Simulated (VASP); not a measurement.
Ti12H (a cell with a defect), 13 atoms in the cell. The cell holds a defect, 13 atoms: a = 5.900 Å, b = 8.850 Å, c = 4.685 Å, α = 90.00°, β = 90.00°, γ = 120.00°. 

| Quantity | Value |
| --- | --- |
| Program | VASP 6.6.1 |
| Task | single point |
| Functional | PBE |
| Potentials or basis | VASP PAW PBE potentials, release 64 (Ti_sv, H) |
| Cutoff | 520 eV |
| k mesh | 4 × 3 × 5 |
| Occupations | fermi-dirac, width 0.15 eV |
| Spin | no spin polarisation |
| Dipole correction | no |
| Further INCAR settings | ALGO = Normal; EDIFF = 1e-06; NBANDS = 84 |

Potentials or basis: VASP PAW PBE potentials, release 64 (Ti_sv, H).

Command:

```sh
$ cat potpaw_PBE.64/Ti_sv/POTCAR potpaw_PBE.64/H/POTCAR > POTCAR
$ mpirun -np 1 vasp_std > vasp.out
```

Hardware: 1 thread of Intel(R) Xeon(R) 6975P-C (Granite Rapids), on a shared host.

Task: Estimate the wall time of this run.

Result: Run time: 16 min on 1 thread of Intel(R) Xeon(R) 6975P-C (Granite Rapids), on a shared host, peak memory 0.58 GiB. Counts: scf iterations 41, k points 31.
